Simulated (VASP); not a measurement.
TiB2, 6 atoms in the cell. Symmetry: P4_2/mnm, No. 136, tetragonal system. The conventional cell has a = 4.140 Å, b = 4.140 Å, c = 4.318 Å, α = 90.00°, β = 90.00°, γ = 90.00°. Within 2.9 Å of Ti (site symmetry mmm) lie 6 B at 2.15 to 2.29 Å. B (site symmetry m2m) has 1 B at 1.55 Å and 1 Ti at 2.15 Å within 2.2 Å. 

| Quantity | Value |
| --- | --- |
| Program | VASP 6.6.1 |
| Task | single point |
| Functional | PBE |
| Potentials or basis | VASP PAW PBE potentials, release 64 (Ti_sv, B) |
| Cutoff | 520 eV |
| k mesh | 10 × 10 × 15 |
| Occupations | gaussian, width 0.1 eV |
| Spin | no spin polarisation |
| Dipole correction | no |
| Further INCAR settings | ALGO = Normal; EDIFF = 1e-07; NBANDS = 27 |

Potentials or basis: VASP PAW PBE potentials, release 64 (Ti_sv, B).

Launch:

```console
$ cat potpaw_PBE.64/Ti_sv/POTCAR potpaw_PBE.64/B/POTCAR > POTCAR
$ mpirun -np 1 vasp_std > vasp.out
```

Hardware: 1 thread of Intel(R) Xeon(R) Platinum 8375C CPU @ 2.90GHz (Ice Lake), on a shared host.

**Question.** Estimate the wall time of this run.

**Answer.** It took 4.2 min on 1 thread of Intel(R) Xeon(R) Platinum 8375C CPU @ 2.90GHz (Ice Lake), on a shared host, peak memory 0.37 GiB. Counts: scf iterations 16, k points 168.
